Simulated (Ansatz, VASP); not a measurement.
**Two plane-wave programs on ReSe**

```
CELL_PARAMETERS angstrom
0.00000 2.63811 2.63811
2.63811 0.00000 2.63811
2.63811 2.63811 0.00000
ATOMIC_POSITIONS crystal
Re 0.50000 0.50000 0.50000
Se 0.00000 0.00000 0.00000
```

Alike in both runs: task single point; functional r2SCAN; k mesh 12 × 12 × 12; occupations gaussian, width 0.05 eV; collinear spin.

```csv
,VASP,Ansatz
version,VASP 6.6.1,Ansatz 0.2.0
potentials or method,"VASP PAW PBE potentials, release 64 (Re, Se), cutoff 520 eV","scalar-relativistic, plane waves, PAW"
valence electrons in the cell,13,31
```

Ansatz gave:

* gap on the k mesh at the Fermi level (eV): none
* pressure (GPa): -2.5
* net moment per atom (μB): 1.18
* size of the moment on the site where the two differ most (μB): 1.83

Q: Which values does VASP return?

A: gap on the k mesh at the Fermi level (eV): none; pressure (GPa): -2.2; net moment per atom (μB): 1.18; size of the moment on the site where the two differ most (μB): 2.29.

VASP's potentials were made for PBE, not for r2SCAN. Site moments also hang on the region over which each program counts them. A gap of «none» marks a metal or a gap that the smearing closes. VASP's potentials hold 13 valence electrons a cell and Ansatz's 31, so a difference there can come from the potentials and not from the codes. Ansatz's warnings: stability check not made.

Spin-orbit coupling is off throughout.
